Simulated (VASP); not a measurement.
A run of VASP 6.6.1:

Contents of INCAR:

```
SYSTEM = GaSb
PREC = Accurate ; ENCUT = 520
EDIFF = 1E-7 ; ISMEAR = -1
SIGMA = 0.05 ; LREAL = .FALSE.
LASPH = .TRUE. ; NELM = 150
ALGO = Normal ; ISIF = 2
LWAVE = .FALSE. ; LCHARG = .FALSE.
MAGMOM = 0 0 0 0 0 0 ; LORBIT = 11
LSORBIT = .TRUE. ; GGA_COMPAT = .FALSE.
LORBMOM = .TRUE. ; GGA = PE
NBANDS = 30
```

Contents of KPOINTS:

```
Automatic mesh
0
G
  8 8 8
  0 0 0
```

The input POSCAR:

```
GaSb
1.0
    0.0000000000      2.9965539066      2.9965539066
    2.9965539066      0.0000000000      2.9965539066
    2.9965539066      2.9965539066      0.0000000000
Sb Ga
1 1
Direct
    0.7500000000      0.7500000000      0.7500000000
    0.0000000000      0.0000000000      0.0000000000
```

Potentials or basis: VASP PAW PBE potentials, release 64 (Sb, Ga_d).

Run with:

```console
$ cat potpaw_PBE.64/Sb/POTCAR potpaw_PBE.64/Ga_d/POTCAR > POTCAR
$ mpirun -np 1 vasp_ncl > vasp.out
```

Hardware: 1 thread of Intel(R) Xeon(R) Platinum 8488C (Sapphire Rapids) (shared host).

Task: Estimate the wall time of this run.

Result: Run time: 71 s on 1 thread of Intel(R) Xeon(R) Platinum 8488C (Sapphire Rapids), on a shared host, peak memory 0.37 GiB. Counts: scf iterations 13, k points 43.
